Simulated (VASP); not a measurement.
Set up this calculation in VASP 6.6.1, as the native input.

```
Task                   : single point
Functional             : r2SCAN
Potentials or basis    : VASP PAW PBE potentials, release 64 (Cd, Te)
Cutoff                 : 550 eV
k mesh                 : 6 × 6 × 6
Occupations            : gaussian, width 0.01 eV
Spin                   : no spin polarisation
Dipole correction      : no
Further INCAR settings : ALGO = Normal; EDIFF = 1e-06; NBANDS = 16
```

Crystal: CdTe.

```
Cd Te
1.0
     3.21232    3.21232    0.00000
    -3.21232    3.21232    0.00000
     0.00000    3.21232    3.36793
Cd Te
1 1
Direct
  0.00000 0.00000 0.00000
  0.75000 0.25000 0.50000
```

This cell differs from its parent crystal: film at in-plane strain -0.02.

These files were run (other wordings do the same):

POSCAR

```
CdTe
1.0
    3.2123163411      3.2123163411      0.0000000000
   -3.2123163411      3.2123163411      0.0000000000
    0.0000000000      3.2123163411      3.3679322118
Cd Te
1 1
Direct
    0.0000000000      0.0000000000      0.0000000000
    0.7500000000      0.2500000000      0.5000000000
```

INCAR.step1

```
SYSTEM = CdTe
PREC     = Accurate       ! precision mode
ENCUT    = 550            ! plane-wave cutoff, eV
ISMEAR   = 0              ! smearing method
SIGMA    = 0.01           ! smearing width, eV
LREAL    = .FALSE.        ! projectors in reciprocal space
LASPH    = .TRUE.         ! aspherical terms in the spheres
NELM     = 120            ! most SCF steps
NBANDS   = 16             ! bands
GGA      = PE             ! functional
ALGO     = Normal         ! electronic algorithm
EDIFF    = 1E-5           ! SCF threshold, eV
LWAVE    = .TRUE.         ! write WAVECAR
LCHARG   = .FALSE.        ! write CHGCAR
GGA_COMPAT= .FALSE.
```

INCAR.step2

```
SYSTEM = CdTe
PREC     = Accurate       ! precision mode
ENCUT    = 550            ! plane-wave cutoff, eV
EDIFF    = 1E-6           ! SCF threshold, eV
ISMEAR   = 0              ! smearing method
SIGMA    = 0.01           ! smearing width, eV
LREAL    = .FALSE.        ! projectors in reciprocal space
LASPH    = .TRUE.         ! aspherical terms in the spheres
NELM     = 120            ! most SCF steps
ALGO     = Normal         ! electronic algorithm
ISIF     = 2              ! what is computed and relaxed
LWAVE    = .FALSE.        ! write WAVECAR
LCHARG   = .FALSE.        ! write CHGCAR
METAGGA  = R2SCAN         ! meta-GGA
LMIXTAU  = .TRUE.       
NBANDS   = 16             ! bands
ISTART   = 1            
GGA_COMPAT= .FALSE.
```

KPOINTS

```
regular mesh
0
G
  6 6 6
  0 0 0
```

Potentials or basis: VASP PAW PBE potentials, release 64 (Cd, Te).

Run with:

```console
$ cat potpaw_PBE.64/Cd/POTCAR potpaw_PBE.64/Te/POTCAR > POTCAR
$ cp INCAR.step1 INCAR
$ mpirun -np 1 vasp_std > vasp.out
$ cp INCAR.step2 INCAR
$ mpirun -np 1 vasp_std > vasp.out
```

It gave:

```yaml
Pressure: 0.7 GPa
Band_gap_on_the_k_mesh: 1.14 eV
```

Caveat: the cell differs from its parent crystal (film at in-plane strain -0.02); the PAW data sets were made with another functional, which shifts forces and pressure a little; spin-orbit coupling is left out, which moves the levels of the heavy elements.

It took 98 s on 1 thread of AMD EPYC 9R45 96-Core Processor (Zen 5) (shared host), peak memory 0.2 GiB.
